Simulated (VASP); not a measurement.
Input of a VASP 6.6.1 run:

INCAR

```
PREC = Accurate
ENCUT = 520
EDIFF = 1E-6
ISMEAR = -1
SIGMA = 0.02
LREAL = F
LASPH = T
NELM = 60
ALGO = Normal
ISIF = 2
LWAVE = F
LCHARG = F
GGA = PS
NBANDS = 15
```

Contents of KPOINTS:

```
regular mesh
0
Gamma
  9 9 9
```

The input POSCAR:

```
TaN
1.0
    0.0000000000      2.1790000000      2.2007900000
    2.1790000000      0.0000000000      2.2007900000
    2.1790000000      2.1790000000      0.0000000000
Ta N
1 1
Direct
    0.5000000000      0.5000000000      0.5000000000
    0.0000000000      0.0000000000      0.0000000000
```

Potentials or basis: VASP PAW PBE potentials, release 64 (Ta_pv, N).

Launch:

```console
$ cat potpaw_PBE.64/Ta_pv/POTCAR potpaw_PBE.64/N/POTCAR > POTCAR
$ mpirun -np 1 vasp_std > vasp.out
```

Question: Predict the band gap on the k mesh.

Answer: Zero (band 8 reaches 11.17 eV, above the bottom of band 9 at 7.43 eV).

Question: Estimate the pressure.

Answer: 1.8 GPa.

Stress tensor (GPa, compression positive):
```
 4.36  0.00  0.00
 0.00  4.36  0.00
 0.00  0.00 -3.44
```

Caveat: the cell differs from its parent crystal (zz strain of +1 %); the PAW data sets were made with another functional, which shifts forces and pressure a little; spin-orbit coupling is left out, which moves the levels of the heavy elements.
